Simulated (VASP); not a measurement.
Mg, 2 atoms in the cell. The structure is hexagonal, space group P6_3/mmc (No. 194). The conventional cell has a = 3.209 Å, b = 3.209 Å, c = 5.210 Å, α = 90.00°, β = 90.00°, γ = 120.00°. Within 4.2 Å of Mg (site symmetry -6m2) lie 12 Mg at 3.20 to 3.21 Å. 

* Program: VASP 6.6.1
* Task: relaxation of cell and atoms
* Functional: PBEsol
* Potentials or basis: VASP PAW PBE potentials, release 64 (Mg)
* Cutoff: 600 eV
* k mesh: 10 × 10 × 5
* Occupations: fermi-dirac, width 0.05 eV
* Spin: no spin polarisation
* Target pressure: 20 GPa
* Dipole correction: no
* Further INCAR settings: ALGO = Normal; EDIFF = 1e-06; IBRION = 2; EDIFFG = -0.01; NSW = 60; ISIF = 3

Potentials or basis: VASP PAW PBE potentials, release 64 (Mg).

Run with:

```sh
$ cat potpaw_PBE.64/Mg/POTCAR > POTCAR
$ mpirun -np 1 vasp_std > vasp.out
```

Hardware: 1 thread of Intel Xeon 8259CL (shared host).

Task: Estimate the wall time of this run.

Result: Run time: 61 s on 1 thread of Intel Xeon 8259CL, with other jobs on the host, peak memory 0.19 GiB. Counts: scf iterations 30, k points 42, ion steps 6.
